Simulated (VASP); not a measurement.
Write the native input for VASP 6.6.1 that does the following.

```yaml
Task: single point
Functional: PBE
Potentials_or_basis: VASP PAW PBE potentials, release 64 (Al, N)
Cutoff: 520 eV
k_mesh: 9 × 9 × 1
Occupations: gaussian, width 0.1 eV
Spin: collinear spin, ferromagnetic start
Starting_moments: "[0.0, 0.0, 0.0, 3.0] μB"
Dipole_correction: yes
Further_INCAR_settings: ALGO = Normal; EDIFF = 1e-07; NBANDS = 19
```

The structure of Al3N lies in POSCAR:

```
Al3N
1.0
    2.8567582919      0.0000000000      0.0000000000
   -1.4283791460      2.4740252533      0.0000000000
    0.0000000000      0.0000000000     21.6013781961
Al N
3 1
Direct
    0.6666666667      0.3333333333      0.1851733701
    0.3333333333      0.6666666667      0.2916813827
    0.0000000000      0.0000000000      0.3981865471
    0.5000000000      0.0000000000      0.5125311031
```

These files were run (other wordings do the same):

INCAR

```
SYSTEM = Al3N
PREC = Accurate ; ENCUT = 520
EDIFF = 1E-7 ; ISMEAR = 0
SIGMA = 0.1 ; LREAL = .FALSE.
LASPH = .TRUE. ; NELM = 150
ALGO = Normal ; ISIF = 2
LWAVE = .FALSE. ; LCHARG = .FALSE.
ISPIN = 2 ; MAGMOM = 0 0 0 3
LORBIT = 11 ; LDIPOL = .TRUE.
IDIPOL = 3 ; DIPOL = 0.5 0.5 0.347
GGA = PE ; NBANDS = 19
```

KPOINTS

```
regular mesh
0
G
  9 9 1
  0 0 0
```

Potentials or basis: VASP PAW PBE potentials, release 64 (Al, N).

Run with:

```console
$ cat potpaw_PBE.64/Al/POTCAR potpaw_PBE.64/N/POTCAR > POTCAR
$ mpirun -np 1 vasp_std > vasp.out
```

It gave:

- Largest force: 1.328 eV/Å
- Net moment: 2.30 μB per cell
- Site moments: Al -0.01, -0.03; N +1.66 μB
- Valence electrons inside the program's atomic spheres: Al 0.76, 0.77, 0.73; N 3.30

Wall time 4.8 min on 1 thread of Intel(R) Xeon(R) Platinum 8259CL CPU @ 2.50GHz (Skylake/Cascade Lake) (shared host), peak memory 0.41 GiB.
